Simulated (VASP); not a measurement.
Write the native input for VASP 6.6.1 that does the following.

```yaml
Task: single point
Functional: PBE
Potentials_or_basis: VASP PAW PBE potentials, release 64 (Al, Co)
Cutoff: 520 eV
k_mesh: 10 × 10 × 10
Occupations: gaussian, width 0.1 eV
Spin: collinear spin, ferromagnetic start
Starting_moments: "[0.0, 0.0, 0.0, 0.0, 0.79, 0.79] μB"
Dipole_correction: no
Further_INCAR_settings: ALGO = Normal; EDIFF = 1e-06; NBANDS = 28
```

The structure of Al2Co lies in POSCAR:

```
Al2Co
1.0
    0.0000000000      3.4756882878      3.4756882878
    3.4756882878      0.0000000000      3.4756882878
    3.4756882878      3.4756882878      0.0000000000
Al Co
4 2
Direct
    0.1250000000      0.1250000000      0.6250000000
    0.1250000000      0.1250000000      0.1250000000
    0.1250000000      0.6250000000      0.1250000000
    0.6250000000      0.1250000000      0.1250000000
    0.5000000000      0.5000000000      0.5000000000
    0.7500000000      0.7500000000      0.7500000000
```

The cell was built from a structure type or drawn by symmetry, and may not be a known phase.

One way to write it, as run:

INCAR

```
ALGO = Normal
EDIFF = 1E-6
ENCUT = 520
GGA = PE
ISIF = 2
ISMEAR = 0
ISPIN = 2
LASPH = T
LCHARG = F
LMAXMIX = 4
LORBIT = 11
LREAL = F
LWAVE = F
MAGMOM = 0 0 0 0 0.79 0.79
NBANDS = 28
NELM = 150
PREC = Accurate
SIGMA = 0.1
```

KPOINTS

```
k-points
0
Gamma
  10 10 10
```

Potentials or basis: VASP PAW PBE potentials, release 64 (Al, Co).

Launch:

```console
$ cat potpaw_PBE.64/Al/POTCAR potpaw_PBE.64/Co/POTCAR > POTCAR
$ mpirun -np 1 vasp_std > vasp.out
```

It gave:

```yaml
Pressure: 0.0 GPa
Net_moment: 0.38 μB per cell
Site_moments: Al -0.01; Co +0.24 μB
Valence_electrons_inside_the_program's_atomic_spheres: Al 0.86; Co 7.97
```

Run time: 8.4 min on 1 thread of AMD EPYC 7R13 (shared host), peak memory 0.36 GiB.
